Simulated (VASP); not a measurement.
MgC2, 6 atoms in the cell. The typed cell holds 6 atoms: a = 3.951 Å, b = 3.951 Å, c = 4.987 Å, α = 90.00°, β = 90.00°, γ = 90.00°. 

| Quantity | Value |
| --- | --- |
| Program | VASP 6.6.1 |
| Task | single point |
| Functional | r2SCAN |
| Potentials or basis | VASP PAW PBE potentials, release 64 (Mg_sv, C) |
| Cutoff | 660 eV |
| k mesh | 5 × 5 × 4 |
| Occupations | gaussian, width 0.05 eV |
| Spin | no spin polarisation |
| Dipole correction | no |
| Further INCAR settings | ALGO = Normal; EDIFF = 1e-06; NBANDS = 27 |

Potentials or basis: VASP PAW PBE potentials, release 64 (Mg_sv, C).

Command:

```console
$ cat potpaw_PBE.64/Mg_sv/POTCAR potpaw_PBE.64/C/POTCAR > POTCAR
$ cp INCAR.step1 INCAR
$ mpirun -np 1 vasp_std > vasp.out
$ cp INCAR.step2 INCAR
$ mpirun -np 1 vasp_std > vasp.out
```

Hardware: 1 thread of AMD EPYC 7R13 Processor (Zen 3), on a shared host.

Q: How long does it take, and how much memory?

A: Run time: 7 min on 1 thread of AMD EPYC 7R13 Processor (Zen 3), on a shared host, peak memory 0.27 GiB. Counts: k points 51.
